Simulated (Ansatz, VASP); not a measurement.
CO2 in VASP and in Ansatz

File INCAR:

```
ALGO = Normal ; EDIFF = 1E-7
EDIFFG = -0.01 ; ENCUT = 520
GGA = PE ; GGA_COMPAT = F
IBRION = 2 ; ISIF = 2
ISMEAR = 0 ; IVDW = 12
LASPH = T ; LCHARG = F
LREAL = F ; LWAVE = F
NELM = 120 ; NELMIN = 4
NSW = 50 ; PREC = Accurate
SIGMA = 0.02
```

The input KPOINTS:

```
k-points
0
Gamma
  4 4 4
```

Contents of POSCAR:

```
CO2
1.0
    5.7648638750      0.0000000000      0.0000000000
    0.0000000000      5.7648638750      0.0000000000
    0.0000000000      0.0000000000      5.7648638750
C O
4 8
Direct
    0.0000000000      0.0000000000      0.0000000000
    0.5000000000      0.0000000000      0.5000000000
    0.5000000000      0.5000000000      0.0000000000
    0.0000000000      0.5000000000      0.5000000000
    0.1181540715      0.1181540715      0.1181540715
    0.3818459285      0.8818459285      0.6181540715
    0.6181540715      0.3818459285      0.8818459285
    0.8818459285      0.6181540715      0.3818459285
    0.8818459285      0.8818459285      0.8818459285
    0.6181540715      0.1181540715      0.3818459285
    0.3818459285      0.6181540715      0.1181540715
    0.1181540715      0.3818459285      0.6181540715
```

Input for Ansatz:

```yaml
crystal:
  lattice:
    - [5.764863875, 0.0, 0.0]
    - [0.0, 5.764863875, 0.0]
    - [0.0, 0.0, 5.764863875]
  atoms:
    - { symbol: C, position: [0.0, 0.0, 0.0] }
    - { symbol: C, position: [0.5, 0.0, 0.5] }
    - { symbol: C, position: [0.5, 0.5, 0.0] }
    - { symbol: C, position: [0.0, 0.5, 0.5] }
    - { symbol: O, position: [0.1181540715, 0.1181540715, 0.1181540715] }
    - { symbol: O, position: [0.3818459285, 0.8818459285, 0.6181540715] }
    - { symbol: O, position: [0.6181540715, 0.3818459285, 0.8818459285] }
    - { symbol: O, position: [0.8818459285, 0.6181540715, 0.3818459285] }
    - { symbol: O, position: [0.8818459285, 0.8818459285, 0.8818459285] }
    - { symbol: O, position: [0.6181540715, 0.1181540715, 0.3818459285] }
    - { symbol: O, position: [0.3818459285, 0.6181540715, 0.1181540715] }
    - { symbol: O, position: [0.1181540715, 0.3818459285, 0.6181540715] }
basis: {}
kpoints:
  mp_grid: { grid: [4, 4, 4] }
hamiltonian:
  xc: pbe
  dispersion: d3bj
  pseudopotentials: { kind: nc }
scf:
  occupations: { method: gaussian, width: 0.02 }
output:
  forces: true
  stress: true
  eigenvalues: true
relax:
  adjacent_minimum: "off"
  f_tol: 0.01
  max_steps: 30
```

Alike in both runs: task relaxation of the atoms; functional PBE; dispersion D3(BJ); k mesh 4 × 4 × 4; occupations gaussian, width 0.02 eV; no spin polarisation.

|  | VASP | Ansatz |
| --- | --- | --- |
| version | VASP 6.6.1 | Ansatz 0.2.0 |
| potentials or method | VASP PAW PBE potentials, release 64 (C, O) | scalar-relativistic, plane waves, norm-conserving pseudopotentials |
| plane-wave cutoff (eV) | 520 | 1240 |
| valence electrons in the cell | 64 | 64 |

```csv
,VASP,Ansatz,Ansatz less VASP
"gap on the k mesh at the Fermi level, each at its own relaxed structure (eV)",6.65,6.73,+0.072
```

Ansatz's warnings: stress scf threshold loose.

Noted on VASP's run: the standard files for N, O and F lose accuracy on very short bonds.
